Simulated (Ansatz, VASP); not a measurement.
CdS: VASP beside Ansatz

```xyz
4
Lattice="4.1646 0.0000 0.0000 -2.0823 3.6067 0.0000 0.0000 0.0000 6.7660" Properties=species:S:1:pos:R:3 pbc="T T T"
Cd    0.0000    2.4044   -0.0065
Cd    2.0823    1.2022    3.3765
S     0.0000    2.4044    2.5438
S     2.0823    1.2022    5.9268
```

Alike in both runs: task single point; functional PBEsol; k mesh 6 × 6 × 4; occupations fermi-dirac, width 0.2 eV; no spin polarisation.

```csv
,VASP,Ansatz
version,VASP 6.6.1,Ansatz 0.2.0
potentials or method,"VASP PAW PBE potentials, release 64 (Cd, S)",plane waves
plane-wave cutoff (eV),500,420
valence electrons in the cell,36,52
```

|  | VASP | Ansatz | Ansatz less VASP |
| --- | --- | --- | --- |
| pressure (GPa) | -1.2 | -1.6 | -0.35 |

VASP's potentials were made for PBE, not for PBEsol. VASP's potentials hold 36 valence electrons a cell and Ansatz's 52, so a difference there can come from the potentials and not from the codes.
